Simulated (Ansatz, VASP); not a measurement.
# Two plane-wave programs on LiNbO3

```
Li Nb O
1.0
     2.81318    1.62419    3.96284
    -2.81318    1.62419    3.96284
     0.00000   -3.24839    3.96284
Li Nb O
2 2 6
Direct
  0.25000 0.25000 0.25000
  0.75000 0.75000 0.75000
  0.00000 0.00000 0.00000
  0.50000 0.50000 0.50000
  0.10162 0.39838 0.75000
  0.75000 0.10162 0.39838
  0.39838 0.75000 0.10162
  0.89838 0.60162 0.25000
  0.25000 0.89838 0.60162
  0.60162 0.25000 0.89838
```

Alike in both runs: task single point; functional PBE; k mesh 6 × 6 × 6; occupations gaussian, width 0.05 eV; no spin polarisation.

|  | VASP | Ansatz |
| --- | --- | --- |
| version | VASP 6.6.1 | Ansatz 0.2.0 |
| potentials or method | VASP PAW PBE potentials, release 64 (Li_sv, Nb_sv, O), cutoff 520 eV | scalar-relativistic, plane waves, PAW |
| valence electrons in the cell | 68 | 68 |

VASP gave:

| Item | Value |
| --- | --- |
| gap on the k mesh at the Fermi level (eV) | 1.05 |
| least direct gap on the mesh (eV) | 1.05 |
| rms of the force components (eV/Å) | 0.770 |

Question: Estimate Ansatz's values.

Answer: gap on the k mesh at the Fermi level (eV): 1.07; least direct gap on the mesh (eV): 1.07; rms of the force components (eV/Å): 0.765.

Atom by atom the forces differ by 0.006 eV/Å (rms over components). With one functional, cell and mesh, what is left measures potentials, basis and numerics.

Noted on VASP's run: the cutoff is short for stress, so the pressure is rough.
